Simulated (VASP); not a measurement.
Input of a VASP 6.6.1 run:

The input INCAR:

```
PREC = Accurate
ENCUT = 520
EDIFF = 1E-7
ISMEAR = 0
SIGMA = 0.05
LREAL = F
LASPH = T
NELM = 60
ALGO = Normal
ISIF = 2
LWAVE = F
LCHARG = F
GGA = PE
NBANDS = 27
```

Contents of KPOINTS:

```
Automatic mesh
0
Gamma
  8 8 6
```

File POSCAR:

```
InSe
1.0
    5.7418854575     -2.0623790766     -0.1306417848
    5.7418854575      2.0623790766     -0.1306417848
   -1.6623467844      0.0000000000      5.4603689881
In Se
2 2
Direct
    0.8798970786      0.8959048326      0.0533034054
    0.1040951674      0.1201029214      0.9466965946
    0.6779663094      0.6546922176      0.6952062322
    0.3453077824      0.3220336906      0.3047937678
```

Potentials or basis: VASP PAW PBE potentials, release 64 (In_d, Se).

Command:

```console
$ cat potpaw_PBE.64/In_d/POTCAR potpaw_PBE.64/Se/POTCAR > POTCAR
$ mpirun -np 1 vasp_std > vasp.out
```

**Question.** What does it give for the band gap on the k mesh?

**Answer.** 1.07 eV (least direct gap 1.22 eV).

**Question.** Estimate the pressure.

**Answer.** 0.2 GPa.

Forces in eV/Å, atoms in the order of the input:
```
In   0.041 -0.332 -0.043
In  -0.041 -0.332  0.043
Se   0.034  0.332 -0.046
Se  -0.034  0.332  0.046
```

Caveat: the cell differs from its parent crystal (atoms displaced along a vibrational mode); spin-orbit coupling is left out, which moves the levels of the heavy elements. A k mesh can miss the band edges.
